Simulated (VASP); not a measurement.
Runs of VASP 6.6.1 on InP3. The structure is that of space group R-3m (No. 166), or close to it. The cells are those of the table. 

| cell | gap on the mesh (eV) | pressure (GPa) | largest force (eV/Å) |
| --- | --- | --- | --- |
| a = 5.490 Å, angles 85.2°, 8 atoms | none | (a) | 0.46 |
| a = 5.506 Å, angles 84.9°, 8 atoms | none | -3.2 | 0.54 |
| a = 5.460 Å, angles 85.8°, 8 atoms | none | -1.9 | (b) |
| a = 5.430 Å, angles 86.3°, 8 atoms | none | -1.0 | 0.17 |
| a = 5.521 Å, angles 84.6°, 8 atoms | none | -3.6 | 0.61 |

Alike in all rows: task single point; level PBEsol; potentials or basis VASP PAW PBE potentials, release 64 (In_d, P); no spin polarisation; k mesh 6 × 6 × 6; cutoff (eV) 520; smearing gaussian 0.15 eV.

Estimate the missing entries.

(a) -2.8; (b) 0.32.

Caveats: the PAW data sets were made with another functional, which shifts forces and pressure a little; spin-orbit coupling is left out, which moves the levels of the heavy elements.

A k mesh can miss the band edges, and the runs leave out spin-orbit coupling on In.

A gap of «none» marks levels without a gap at the run's occupations.
